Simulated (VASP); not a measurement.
A run of VASP 6.6.1 is set up as follows.

Contents of INCAR:

```
SYSTEM = MgO
PREC = Accurate
ENCUT = 520
EDIFF = 1E-7
ISMEAR = 0
SIGMA = 0.01
LREAL = .False.
LASPH = .True.
NELM = 80
ALGO = Normal
ISIF = 2
LWAVE = .False.
LCHARG = .False.
GGA = PE
NBANDS = 11
```

Contents of KPOINTS:

```
Automatic mesh
0
Gamma
  8 8 8
  0 0 0
```

The input POSCAR:

```
MgO
1.0
    0.0000000000      2.1268556921      2.1268556921
    2.1268556921      0.0000000000      2.1268556921
    2.1268556921      2.1268556921      0.0000000000
Mg O
1 1
Direct
    0.0000000000      0.0000000000      0.0000000000
    0.5000000000      0.5000000000      0.5000000000
```

Potentials or basis: VASP PAW PBE potentials, release 64 (Mg, O).

The run is started by

```bash
$ cat potpaw_PBE.64/Mg/POTCAR potpaw_PBE.64/O/POTCAR > POTCAR
$ mpirun -np 1 vasp_std > vasp.out
```

(1) Estimate the pressure.

(2) Estimate the band gap on the k mesh.

## Answers

(1) -0.7 GPa.

(2) 4.44 eV, direct.

**Experimental background.**

From “Electronic structure of alkaline earth and post-transition metal oxides”, 2009, arxiv:0908.1581, for a bulk crystal of MgO: band gap 7.83 eV.

Against the measured gap of MgO, 7.83 eV (quoted in “Electronic structure of alkaline earth and post-transition metal oxides”, 2009, arxiv:0908.1581), the calculated 4.44 eV is off by -3.39 eV. The value is that of PBE, without temperature or zero-point motion. Semilocal functionals fall short of measured gaps as a rule.
